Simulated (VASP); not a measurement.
# Ir in VASP: notebook

The runs below take Ir through single point, with PBE.

All numbers are computed with VASP 6.6.1; they aren't measurements. Logs are shortened: lines on timing, memory, paths and dates and some standing lists are left out, and cuts for length are marked.

### Step 1. The cell of the first run

The cell holds a sheet with vacuum, 1 atom: a = 2.452 Å, b = 2.452 Å, c = 23.800 Å, α = 90.00°, β = 90.00°, γ = 90.00°.

### Step 2. Single point, PBE, collinear spin, ferromagnetic start

File INCAR:

```
ALGO = Normal ; DIPOL = 0.5 0.5 0.294
EDIFF = 1E-6 ; ENCUT = 520
GGA = PE ; IDIPOL = 3
ISIF = 2 ; ISMEAR = 0
ISPIN = 2 ; LASPH = True
LCHARG = False ; LDIPOL = True
LMAXMIX = 4 ; LORBIT = 11
LREAL = False ; LWAVE = False
MAGMOM = 0.4 ; NBANDS = 14
NELM = 150 ; PREC = Accurate
SIGMA = 0.1
```

File KPOINTS:

```
k-points
0
Gamma
  22 22 1
```

File POSCAR:

```
Ir
1.0
    2.4518360359      0.0000000000      0.0000000000
    0.0000000000      2.4518360359      0.0000000000
    0.0000000000      0.0000000000     23.8000000000
Ir
1
Direct
    0.0000000000      0.0000000000      0.2941176471
```

Potentials or basis: VASP PAW PBE potentials, release 64 (Ir).

Launch:

```
$ cat potpaw_PBE.64/Ir/POTCAR > POTCAR
$ mpirun -np 1 vasp_std > vasp.out
```

OUTCAR:

```text
EDIFF = 1E-6
   ENCUT = 520
   GGA = PE
   ISIF = 2
   ISMEAR = 0
   ISPIN = 2
   LASPH = True
   LORBIT = 11
   LREAL = False
   NELM = 150
   PREC = Accurate

 ion  position               nearest neighbor table
   1  0.000  0.000  0.294-

  LATTYP: Found a simple tetragonal cell.
 ALAT       =     2.4518360359
 C/A-ratio  =     9.7070112567

  Lattice vectors:

 A1 = (   2.4518360359,   0.0000000000,   0.0000000000)
 A2 = (   0.0000000000,   2.4518360359,   0.0000000000)
 A3 = (   0.0000000000,   0.0000000000,  23.8000000000)

Analysis of symmetry for initial positions (statically):
=====================================================================
 Subroutine PRICEL returns:
 Original cell was already a primitive cell.

 Routine SETGRP: Setting up the symmetry group for a
 simple tetragonal supercell.

 Subroutine GETGRP returns: Found 16 space group operations
 (whereof  8 operations were pure point group operations)
 out of a pool of 16 trial point group operations.

The static configuration has the point symmetry C_4v.
 The point group associated with its full space group is D_4h.

Analysis of symmetry for dynamics (positions and initial velocities):
=====================================================================
 Subroutine PRICEL returns:
 Original cell was already a primitive cell.

 Routine SETGRP: Setting up the symmetry group for a
 simple tetragonal supercell.

 Subroutine GETGRP returns: Found 16 space group operations
 (whereof  8 operations were pure point group operations)
 out of a pool of 16 trial point group operations.

The dynamic configuration has the point symmetry C_4v.
 The point group associated with its full space group is D_4h.

Analysis of structural, dynamic, and magnetic symmetry:
=====================================================================
 Subroutine PRICEL returns:
 Original cell was already a primitive cell.

 Routine SETGRP: Setting up the symmetry group for a
 simple tetragonal supercell.

 Subroutine GETGRP returns: Found 16 space group operations
 (whereof  8 operations were pure point group operations)
 out of a pool of 16 trial point group operations.

The overall configuration has the point symmetry C_4v.
 The point group associated with its full space group is D_4h.

 Subroutine INISYM returns: Found 16 space group operations
 (whereof  8 operations are pure point group operations),
 and found     1 'primitive' translations

----------------------------------------------------------------------------------------

                                     Primitive cell

  volume of cell :     143.0737

[... 136 lines left out ...]
  free energy    TOTEN  =        -6.77409748 eV

  energy without entropy =       -6.76348489  energy(sigma->0) =       -6.76879118

 E-fermi :  -4.4264     XC(G=0):  -2.1647

 val. band max:       -4.4465141964   @ k =   0.4545   0.2727   0.0000
 cond. band min:      -4.4247995272   @ k =   0.2727   0.0455   0.0000
 fundamental gap:      0.0217146692
 Fermi energy:        -4.4263544532

 spin component 1

 k-point     1 :       0.0000    0.0000    0.0000
  band No.  band energies     occupation
      1     -12.2378      1.00000
      2     -10.8222      1.00000
      3      -6.9664      1.00000
      4      -3.7073      0.00000
      5      -3.7073      0.00000
      6      -3.2328      0.00000
      7      -2.3041      0.00000
      8       1.2543      0.00000
      9       1.6332      0.00000
     10       1.7483      0.00000
     11       2.5820      0.00000
     12       2.9275      0.00000
     13       4.1995      0.00000
     14       4.7663      0.00000
[... 379 lines left out ...]
      3      -6.7441      1.00000
      4      -5.0901      1.00000
      5      -4.0884      0.00000
      6      -2.9752      0.00000
      7      -1.6588      0.00000
      8       1.6506      0.00000
      9       2.0912      0.00000
     10       2.1564      0.00000
     11       3.0438      0.00000
     12       3.3266      0.00000
     13       4.6705      0.00000
     14       5.1568      0.00000

 [... further k-points ...]

 spin component 2

 k-point     1 :       0.0000    0.0000    0.0000
  band No.  band energies     occupation
      1     -12.2378      1.00000
      2     -10.8222      1.00000
      3      -6.9664      1.00000
      4      -3.7073      0.00000
      5      -3.7073      0.00000
      6      -3.2329      0.00000
      7      -2.3041      0.00000
      8       1.2539      0.00000
      9       1.6332      0.00000
     10       1.7564      0.00000
     11       2.5878      0.00000
     12       2.9310      0.00000
     13       4.2084      0.00000
     14       4.7635      0.00000
[... 379 lines left out ...]
      3      -6.7441      1.00000
      4      -5.0901      1.00000
      5      -4.0884      0.00000
      6      -2.9752      0.00000
      7      -1.6588      0.00000
      8       1.6501      0.00000
      9       2.0916      0.00000
     10       2.1646      0.00000
     11       3.0493      0.00000
     12       3.3301      0.00000
     13       4.6796      0.00000
     14       5.1540      0.00000

 [... further k-points ...]

------------------------ aborting loop because EDIFF is reached ----------------------------------------

 vacuum level on the upper side and lower side of the slab       (xc-potential included)        -0.186        -0.239

  FORCE on cell =-STRESS in cart. coord.  units (eV):
  Direction    XX          YY          ZZ          XY          YZ          ZX
  --------------------------------------------------------------------------------------
  -------------------------------------------------------------------------------------
  Total        0.0125377      0.0125377     -0.0072524      0.0000000      0.0000000      0.0000000
  in kB        0.1404003      0.1404003     -0.0812143      0.0000000      0.0000000      0.0000000
  external PRESSURE =       0.0665287 kB  Pullay stress =       0.0000000 kB

 VOLUME and BASIS-vectors are now :
 -----------------------------------------------------------------------------
  energy-cutoff  :      520.00
  volume of cell :      143.07
      direct lattice vectors                 reciprocal lattice vectors
     2.451836036  0.000000000  0.000000000     0.407857616  0.000000000  0.000000000
     0.000000000  2.451836036  0.000000000     0.000000000  0.407857616  0.000000000
     0.000000000  0.000000000 23.800000000     0.000000000  0.000000000  0.042016807

 POSITION                                       TOTAL-FORCE (eV/Angst)
 -----------------------------------------------------------------------------------
      0.00000      0.00000      7.00000         0.000000      0.000000      0.000000
 -----------------------------------------------------------------------------------
    total drift:                                0.000000      0.000000     -0.000049

  FREE ENERGIE OF THE ION-ELECTRON SYSTEM (eV)
  ---------------------------------------------------
  free  energy   TOTEN  =        -6.7740974784 eV

  energy  without entropy=       -6.7634848876  energy(sigma->0) =       -6.76879118

 vacuum level on the upper side and lower side of the slab         1.433         1.414

 total charge

# of ion       s       p       d       tot
------------------------------------------
    1        0.779   0.441   6.987   8.206

 magnetization (x)

# of ion       s       p       d       tot
------------------------------------------
    1        0.000   0.000   0.000   0.000
```

OSZICAR:

```text
N       E                     dE             d eps       ncg     rms          rms(c)
DAV:   1     0.606507234720E+02    0.60651E+02   -0.27139E+03  4368   0.423E+02
DAV:   2    -0.377681152858E+01   -0.64428E+02   -0.47155E+02  4774   0.114E+02
DAV:   3    -0.714796188254E+01   -0.33712E+01   -0.33201E+01  5728   0.296E+01
[... 18 lines left out ...]
DAV:  22    -0.677409074298E+01   -0.79604E-05   -0.48106E-07  4768   0.191E-03    0.498E-04
DAV:  23    -0.677409238177E+01   -0.16388E-05   -0.89242E-08  4736   0.945E-04    0.309E-04
DAV:  24    -0.677409543848E+01   -0.30567E-05   -0.11966E-07  4752   0.851E-04    0.215E-04
DAV:  25    -0.677409677751E+01   -0.13390E-05   -0.31854E-08  4626   0.472E-04    0.141E-04
DAV:  26    -0.677409747838E+01   -0.70087E-06   -0.12951E-08  4626   0.352E-04
   1 F= -.67740975E+01 E0= -.67687912E+01  d E =-.106126E-01  mag=     0.0000
```

stdout:

```text
POSCAR found type information on POSCAR Ir
 POSCAR found :  1 types and       1 ions
 scaLAPACK will be used
 LDA part: xc-table for (Slater+PW92), standard interpolation
 POSCAR, INCAR and KPOINTS ok, starting setup
 FFT: planning ... GRIDC
 FFT: planning ... GRID_SOFT
 FFT: planning ... GRID
 WAVECAR not read
 entering main loop
```

Run time: 4.6 min. Hardware: 1 thread of Intel Xeon Platinum 8488C (Sapphire Rapids), shared host; peak memory 0.43 GiB.

What came out:

```
Free energy                                           : -6.7741 eV
Net moment                                            : 0.00 μB per cell
Valence electrons inside the program's atomic spheres : Ir 8.21
```

Levels at points of the mesh, in eV from the Fermi level:
Spin up:
```
           k point  band 2  band 3  band 4  band 5  band 6  band 7
(0.00, 0.00, 0.00)   -6.40   -2.54    0.72    0.72    1.19    2.12
(0.50, 0.00, 0.00)   -4.31   -1.15   -0.72    1.24    1.76    7.33
(0.50, 0.50, 0.00)   -3.06   -3.06    0.33    4.62    8.44    8.44
```
Spin down:
```tsv
k point	band 1	band 2	band 3	band 4	band 5	band 6	band 7	band 8
(0.00, 0.00, 0.00)	-7.81	-6.40	-2.54	0.72	0.72	1.19	2.12	5.68
(0.50, 0.00, 0.00)	-5.67	-4.31	-1.15	-0.72	1.24	1.76	7.33	7.93
(0.50, 0.50, 0.00)	-6.72	-3.06	-3.06	0.33	4.62	8.44	8.44	12.50
```

Caveat: spin-orbit coupling is left out, which moves the levels of the heavy elements.

### Step 3. Single point, PBE, collinear spin, ferromagnetic start

File INCAR:

```
PREC     = Accurate       # precision mode
ENCUT    = 520            # plane-wave cutoff, eV
EDIFF    = 1E-6           # SCF threshold, eV
ISMEAR   = 0              # smearing method
SIGMA    = 0.1            # smearing width, eV
LREAL    = F              # projectors in reciprocal space
LASPH    = T              # aspherical terms in the spheres
NELM     = 150            # most SCF steps
ALGO     = Normal         # electronic algorithm
ISIF     = 2              # what is computed and relaxed
LWAVE    = F              # write WAVECAR
LCHARG   = T              # write CHGCAR
ISPIN    = 2              # spin polarisation
MAGMOM   = 0.4            # initial moments
LORBIT   = 11             # projections on sites
LMAXMIX  = 4              # l up to which the mixer works
LDIPOL   = T            
IDIPOL   = 3            
DIPOL    = 0.5 0.5 0.294
GGA      = PE             # functional
LELF     = T              # ELF
LVHAR    = T            
LVACPOTAV= T            
NBANDS   = 14             # bands
```

File KPOINTS:

```
regular mesh
0
Gamma
  22 22 1
```

File POSCAR:

```
Ir
1.0
    2.4525286991      0.0000000000      0.0000000000
    0.0000000000      2.4525286991      0.0000000000
    0.0000000000      0.0000000000     23.8000000000
Ir
1
Direct
    0.0000000000      0.0000000000      0.2941176471
```

Potentials or basis: VASP PAW PBE potentials, release 64 (Ir).

Launch:

```
$ cat potpaw_PBE.64/Ir/POTCAR > POTCAR
$ mpirun -np 1 vasp_std > vasp.out
```

OUTCAR:

```text
PREC = Accurate
   ENCUT = 520
   EDIFF = 1E-6
   ISMEAR = 0
   LREAL = F
   LASPH = T
   NELM = 150
   ISIF = 2
   ISPIN = 2
   LORBIT = 11
   GGA = PE

 ion  position               nearest neighbor table
   1  0.000  0.000  0.294-

  LATTYP: Found a simple tetragonal cell.
 ALAT       =     2.4525286991
 C/A-ratio  =     9.7042697232

  Lattice vectors:

 A1 = (   2.4525286991,   0.0000000000,   0.0000000000)
 A2 = (   0.0000000000,   2.4525286991,   0.0000000000)
 A3 = (   0.0000000000,   0.0000000000,  23.8000000000)

Analysis of symmetry for initial positions (statically):
=====================================================================
 Subroutine PRICEL returns:
 Original cell was already a primitive cell.

 Routine SETGRP: Setting up the symmetry group for a
 simple tetragonal supercell.

 Subroutine GETGRP returns: Found 16 space group operations
 (whereof  8 operations were pure point group operations)
 out of a pool of 16 trial point group operations.

The static configuration has the point symmetry C_4v.
 The point group associated with its full space group is D_4h.

Analysis of symmetry for dynamics (positions and initial velocities):
=====================================================================
 Subroutine PRICEL returns:
 Original cell was already a primitive cell.

 Routine SETGRP: Setting up the symmetry group for a
 simple tetragonal supercell.

 Subroutine GETGRP returns: Found 16 space group operations
 (whereof  8 operations were pure point group operations)
 out of a pool of 16 trial point group operations.

The dynamic configuration has the point symmetry C_4v.
 The point group associated with its full space group is D_4h.

Analysis of structural, dynamic, and magnetic symmetry:
=====================================================================
 Subroutine PRICEL returns:
 Original cell was already a primitive cell.

 Routine SETGRP: Setting up the symmetry group for a
 simple tetragonal supercell.

 Subroutine GETGRP returns: Found 16 space group operations
[... 174 lines left out ...]
      8       1.2535      0.00000
      9       1.6324      0.00000
     10       1.7477      0.00000
     11       2.5814      0.00000
     12       2.9267      0.00000
     13       4.1989      0.00000
     14       4.7655      0.00000
[... 379 lines left out ...]
      3      -6.7423      1.00000
      4      -5.0901      1.00000
      5      -4.0906      0.00000
      6      -2.9790      0.00000
      7      -1.6602      0.00000
      8       1.6496      0.00000
      9       2.0901      0.00000
     10       2.1555      0.00000
     11       3.0428      0.00000
     12       3.3256      0.00000
     13       4.6696      0.00000
     14       5.1558      0.00000

 [... further k-points ...]

 spin component 2

 k-point     1 :       0.0000    0.0000    0.0000
  band No.  band energies     occupation
      1     -12.2334      1.00000
      2     -10.8166      1.00000
      3      -6.9644      1.00000
      4      -3.7101      0.00000
      5      -3.7101      0.00000
      6      -3.2319      0.00000
      7      -2.3090      0.00000
      8       1.2532      0.00000
      9       1.6327      0.00000
     10       1.7554      0.00000
     11       2.5871      0.00000
     12       2.9303      0.00000
     13       4.2078      0.00000
     14       4.7626      0.00000
[... 379 lines left out ...]
      3      -6.7423      1.00000
      4      -5.0901      1.00000
      5      -4.0906      0.00000
      6      -2.9790      0.00000
      7      -1.6602      0.00000
      8       1.6492      0.00000
      9       2.0907      0.00000
     10       2.1634      0.00000
     11       3.0483      0.00000
     12       3.3291      0.00000
     13       4.6786      0.00000
     14       5.1530      0.00000

 [... further k-points ...]

------------------------ aborting loop because EDIFF is reached ----------------------------------------

  FORCE on cell =-STRESS in cart. coord.  units (eV):
  Direction    XX          YY          ZZ          XY          YZ          ZX
  --------------------------------------------------------------------------------------
  -------------------------------------------------------------------------------------
  Total       -0.0133413     -0.0133413     -0.0072476      0.0000000      0.0000000      0.0000000
  in kB       -0.1493147     -0.1493147     -0.0811144      0.0000000      0.0000000      0.0000000
  external PRESSURE =      -0.1265813 kB  Pullay stress =       0.0000000 kB

 VOLUME and BASIS-vectors are now :
 -----------------------------------------------------------------------------
  energy-cutoff  :      520.00
  volume of cell :      143.15
      direct lattice vectors                 reciprocal lattice vectors
     2.452528699  0.000000000  0.000000000     0.407742425  0.000000000  0.000000000
     0.000000000  2.452528699  0.000000000     0.000000000  0.407742425  0.000000000
     0.000000000  0.000000000 23.800000000     0.000000000  0.000000000  0.042016807

 POSITION                                       TOTAL-FORCE (eV/Angst)
 -----------------------------------------------------------------------------------
      0.00000      0.00000      7.00000         0.000000     -0.000000      0.000000
 -----------------------------------------------------------------------------------
    total drift:                                0.000000      0.000000     -0.000049

  FREE ENERGIE OF THE ION-ELECTRON SYSTEM (eV)
  ---------------------------------------------------
  free  energy   TOTEN  =        -6.7740997690 eV

  energy  without entropy=       -6.7634825207  energy(sigma->0) =       -6.76879114

 vacuum level on the upper side and lower side of the slab         1.592         1.592

 total charge

# of ion       s       p       d       tot
------------------------------------------
    1        0.778   0.440   6.986   8.204

 magnetization (x)

# of ion       s       p       d       tot
------------------------------------------
    1        0.000   0.000   0.000   0.000
```

It took 4.7 min on 1 thread of Intel Xeon Platinum 8488C (Sapphire Rapids), shared host; peak memory 0.43 GiB.

Results:

* Free energy: -6.7741 eV
* Net moment: 0.00 μB per cell
* Valence electrons inside the program's atomic spheres: Ir 8.20

Levels at points of the mesh, in eV from the Fermi level:
Spin up:
```tsv
k point	band 1	band 2	band 3	band 4	band 5	band 6	band 7	band 8	band 9
(0.00, 0.00, 0.00)	-7.81	-6.39	-2.54	0.72	0.72	1.20	2.12	5.68	6.06
(0.50, 0.00, 0.00)	-5.66	-4.30	-1.15	-0.71	1.23	1.76	7.33	7.92	10.83
(0.50, 0.50, 0.00)	-6.71	-3.06	-3.06	0.33	4.62	8.43	8.43	12.50	13.87
```
Spin down:
| k point | band 2 | band 3 | band 4 | band 5 | band 6 | band 7 |
| --- | --- | --- | --- | --- | --- | --- |
| (0.00, 0.00, 0.00) | -6.39 | -2.54 | 0.72 | 0.72 | 1.20 | 2.12 |
| (0.50, 0.00, 0.00) | -4.30 | -1.15 | -0.71 | 1.23 | 1.76 | 7.33 |
| (0.50, 0.50, 0.00) | -3.06 | -3.06 | 0.33 | 4.62 | 8.43 | 8.43 |

Caveat: spin-orbit coupling is left out, which moves the levels of the heavy elements.
